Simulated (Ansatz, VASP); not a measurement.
One calculation of IrPt2, two programs

```
CELL_PARAMETERS angstrom
2.74397 -0.03119 0.00021
-0.05402 4.88159 -0.01898
0.00050 -0.02652 6.85441
ATOMIC_POSITIONS crystal
Ir 0.02338 0.00377 0.99640
Ir 0.48535 0.50157 0.00330
Pt 0.97270 0.33204 0.33040
Pt 0.51281 0.82410 0.32867
Pt 0.52640 0.16020 0.66881
Pt 0.97935 0.67832 0.67242
```

Change from the starting cell: cell x2, atoms moved at random (sigma 0.05 Å) and cell strained at random (1.5 %), then relaxed without symmetry.

Alike in both runs: task relaxation of cell and atoms; functional PBE; k mesh 8 × 4 × 4; occupations gaussian, width 0.2 eV; no spin polarisation.

|  | VASP | Ansatz |
| --- | --- | --- |
| version | VASP 6.6.1 | Ansatz 0.2.0 |
| potentials or method | VASP PAW PBE potentials, release 64 (Ir, Pt), cutoff 600 eV | scalar-relativistic, plane waves, PAW |
| valence electrons in the cell | 58 | 106 |

Ansatz gave:

- gap on the k mesh at the Fermi level, each at its own relaxed structure (eV): none
- relaxed volume (Å³/atom): 15.25
- relaxed length of the cell vector where the two differ most in proportion (Å): 2.793

Task: Which values does VASP return?

Result: gap on the k mesh at the Fermi level, each at its own relaxed structure (eV): none; relaxed volume (Å³/atom): 15.24; relaxed length of the cell vector where the two differ most in proportion (Å): 2.791.

A gap of «none» marks a metal or a gap that the smearing closes. VASP's potentials hold 58 valence electrons a cell and Ansatz's 106, so a difference there can come from the potentials and not from the codes.

Neither program's run includes spin-orbit coupling.
